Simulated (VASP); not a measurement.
The system is Zn2C3.

```xyz
5
Lattice="3.3294 0.0000 0.0000 -1.6647 2.8833 0.0000 0.0000 0.0000 5.1800" Properties=species:S:1:pos:R:3 pbc="T T T"
Zn    0.0000    1.9222    1.2691
Zn    1.6647    0.9611    3.9109
C     0.0000    0.0000    0.0000
C     0.0000    1.9222    3.3411
C     1.6647    0.9611    1.8389
```

```yaml
Program: VASP 6.6.1
Task: relaxation of cell and atoms
Functional: PBE
Potentials_or_basis: VASP PAW PBE potentials, release 64 (Zn, C)
Cutoff: 600 eV
k_mesh: 6 × 6 × 4
Occupations: gaussian, width 0.1 eV
Spin: no spin polarisation
```

At the start: pressure 13.1 GPa; volume 9.95 Å³/atom.

Question: Where does the relaxation end?

Answer: Over 32 steps the energy falls by 1231.2 meV/atom and the volume is 9.38 Å³/atom (-5.7 %); space group P-3m1 (No. 164, to 0.05 Å).

Step by step:
```
step  energy change (eV)  largest force (eV/Å)  pressure (GPa)  volume (Å³)
   1              0.0000                1.5687           13.09        49.73
   2             -0.2504                0.5822           -6.27        55.81
   3             -0.2697                0.5878           -2.79        54.40
   4             -0.3559                0.7473           -2.43        53.76
   5             -0.6084                1.2732           -0.78        51.86
   6             -0.8589                2.1861            9.17        48.20
   7             -0.8623                2.1007            6.11        48.91
   8             -0.8824                2.1120            6.33        48.84
   9             -0.9403                2.1403            6.96        48.62
  10             -1.0456                2.1504            8.74        48.18
  11             -1.1403                2.4904           13.98        47.31
  12             -1.3102                2.5635           13.20        47.54
  13             -1.7634                2.8040           12.04        48.18
  14             -2.5587                4.0701           12.33        49.31
  15              1.0497                9.6564           40.72        50.98
  16             -2.6398                5.0438           15.46        49.60
  17             -3.4666                3.7704            4.40        51.87
  18             -3.8185                2.8860           -3.35        54.15
  19             -3.8325                2.7403           -4.88        54.72
  20             -4.2571                2.4014           -6.13        53.98
  21             -5.1835                0.9296           -8.87        51.75
  22             -5.0480                2.1066           -2.19        47.26
  23             -5.4383                1.4346           -7.93        49.54
  24             -5.7443                1.6320            5.22        45.95
  25             -5.7626                1.6065           15.80        43.86
  26             -5.7802                1.6072           11.08        44.73
  27             -6.1096                0.5813            6.64        45.52
  28             -6.1128                0.2931            5.99        45.61
  29             -6.1133                0.3622            6.16        45.59
  30             -6.1517                0.1339           -2.10        47.34
  31             -6.1530                0.1700           -0.81        47.05
  32             -6.1560                0.0194           -0.12        46.90
```

Final structure:
```cif
data_structure
_symmetry_space_group_name_H-M 'P 1'
_symmetry_Int_Tables_number 1
_cell_length_a 2.6857
_cell_length_b 2.6857
_cell_length_c 7.5073
_cell_angle_alpha 90.000
_cell_angle_beta 90.000
_cell_angle_gamma 120.000
_cell_volume 46.90
loop_
_atom_site_label
_atom_site_type_symbol
_atom_site_fract_x
_atom_site_fract_y
_atom_site_fract_z
_atom_site_occupancy
Zn1 Zn 0.33333 0.66667 0.19715 1
Zn2 Zn 0.66667 0.33333 0.80285 1
C1 C 0.00000 0.00000 0.00000 1
C2 C 0.33333 0.66667 0.47672 1
C3 C 0.66667 0.33333 0.52328 1
```

Caveat: the k points lie up to 0.45 Å⁻¹ apart in the final cell.
